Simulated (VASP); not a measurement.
Here is a VASP 6.6.1 calculation.

Contents of INCAR:

```
SYSTEM = Ge
PREC = Accurate
ENCUT = 520
EDIFF = 1E-6
ISMEAR = -1
SIGMA = 0.08
LREAL = .FALSE.
LASPH = .TRUE.
NELM = 60
ALGO = Normal
ISIF = 2
LWAVE = .FALSE.
LCHARG = .FALSE.
NBANDS = 13
```

KPOINTS

```
Automatic mesh
0
G
  17 17 16
  0 0 0
```

The input POSCAR:

```
Ge
1.0
    2.5095608453      0.0000000000      0.0000000000
   -1.2547804227      2.1733434444      0.0000000000
    0.0000000000      0.0000000000      2.3394551336
Ge
1
Direct
    0.0000000000      0.0000000000      0.0000000000
```

Potentials or basis: VASP PAW LDA potentials, release 64 (Ge_d).

Command:

```console
$ cat potpaw_LDA.64/Ge_d/POTCAR > POTCAR
$ mpirun -np 1 vasp_std > vasp.out
```

**Question.** Estimate the pressure.

**Answer.** 61.5 GPa.

**Question.** Estimate the band gap on the k mesh.

**Answer.** Zero (band 7 reaches 20.73 eV, above the bottom of band 8 at 6.97 eV).
